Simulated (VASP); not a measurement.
Wanted: the native input for a VASP 6.6.1 run.

| Item | Value |
| --- | --- |
| Task | single point |
| Functional | r2SCAN |
| Potentials or basis | VASP PAW PBE potentials, release 64 (Sn_d, Te) |
| Cutoff | 520 eV |
| k mesh | 4 × 4 × 4 |
| Occupations | methfessel-paxton, width 0.05 eV |
| Spin | no spin polarisation |
| Dipole correction | no |
| Further INCAR settings | ALGO = Normal; EDIFF = 1e-06; NBANDS = 20 |

SnTe2:

```
CELL_PARAMETERS angstrom
0.00000 3.70104 3.70104
3.70104 0.00000 3.70104
3.70104 3.70104 0.00000
ATOMIC_POSITIONS crystal
Sn 0.00000 0.00000 0.00000
Te 0.25000 0.25000 0.25000
Te 0.75000 0.75000 0.75000
```

One way to write it, as run:

POSCAR

```
SnTe2
1.0
    0.0000000000      3.7010376726      3.7010376726
    3.7010376726      0.0000000000      3.7010376726
    3.7010376726      3.7010376726      0.0000000000
Sn Te
1 2
Direct
    0.0000000000      0.0000000000      0.0000000000
    0.2500000000      0.2500000000      0.2500000000
    0.7500000000      0.7500000000      0.7500000000
```

INCAR.step1

```
PREC = Accurate ; ENCUT = 520
ISMEAR = 1 ; SIGMA = 0.05
LREAL = False ; LASPH = True
NELM = 100 ; NBANDS = 20
GGA = PE ; ALGO = Normal
EDIFF = 1E-4 ; LWAVE = True
LCHARG = False
```

INCAR.step2

```
PREC = Accurate ; ENCUT = 520
EDIFF = 1E-6 ; ISMEAR = 1
SIGMA = 0.05 ; LREAL = False
LASPH = True ; NELM = 100
ALGO = Normal ; ISIF = 2
LWAVE = False ; LCHARG = True
METAGGA = R2SCAN ; LMIXTAU = True
LELF = True ; LVHAR = True
NBANDS = 20 ; ISTART = 1
```

KPOINTS

```
regular mesh
0
Gamma
  4 4 4
```

Potentials or basis: VASP PAW PBE potentials, release 64 (Sn_d, Te).

The run is started by

```console
$ cat potpaw_PBE.64/Sn_d/POTCAR potpaw_PBE.64/Te/POTCAR > POTCAR
$ cp INCAR.step1 INCAR
$ mpirun -np 1 vasp_std > vasp.out
$ cp INCAR.step2 INCAR
$ mpirun -np 1 vasp_std > vasp.out
```

It gave:

| Quantity | Value |
| --- | --- |
| Pressure | 0.5 GPa |
| Band gap on the k mesh | zero (bands 13 and 14 overlap by 2.16 eV) |

Caveat: the k points lie up to 0.37 Å⁻¹ apart, too coarse for converged energies and pressures of a metal; the PAW data sets were made with another functional, which shifts forces and pressure a little; spin-orbit coupling is left out, which moves the levels of the heavy elements.

Run time: 92 s on 1 thread of Intel(R) Xeon(R) Platinum 8488C (Sapphire Rapids), with other jobs on the host, peak memory 0.26 GiB.
